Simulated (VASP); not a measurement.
# Na: single point with PBEsol

The system is Na.

```
Na
1.0
     7.10109    0.00000    0.00000
     0.00000    7.10109    0.00000
     0.00000    0.00000    7.10109
Na
1
Direct
  0.00000 0.00000 0.00000
```

This cell differs from its parent crystal: strained.

```yaml
Program: VASP 6.6.1
Task: single point
Functional: PBEsol
Potentials_or_basis: VASP PAW PBE potentials, release 64 (Na_pv)
Cutoff: 520 eV
k_mesh: 6 × 6 × 6
Occupations: gaussian, width 0.1 eV
Spin: no spin polarisation
```

The pressure is -0.1 GPa and the band gap on the k mesh is zero (an odd number of electrons rules out a gap without spin polarisation).

Levels at points of the mesh, in eV from the Fermi level:
| k point | band 1 | band 2 | band 3 | band 4 | band 5 | band 6 | band 7 | band 8 |
| --- | --- | --- | --- | --- | --- | --- | --- | --- |
| (0.00, 0.00, 0.00) | -26.08 | -26.08 | -26.08 | -0.38 | 2.68 | 2.68 | 2.68 | 2.99 |
| (0.50, 0.00, 0.00) | -26.08 | -26.08 | -26.08 | -0.10 | 1.24 | 2.93 | 2.93 | 3.58 |
| (0.50, 0.50, 0.00) | -26.08 | -26.08 | -26.08 | 0.17 | 1.59 | 1.59 | 2.62 | 3.16 |
| (0.50, 0.50, 0.50) | -26.08 | -26.08 | -26.08 | 0.42 | 1.90 | 1.90 | 1.90 | 3.07 |

It took 73 s on 1 thread of Intel(R) Xeon(R) Platinum 8488C (Sapphire Rapids) (shared host), peak memory 0.41 GiB.

Caveat: the cell differs from its parent crystal (strained); the nearest neighbours stand farther apart than a usual bond; the PAW data sets were made with another functional, which shifts forces and pressure a little.
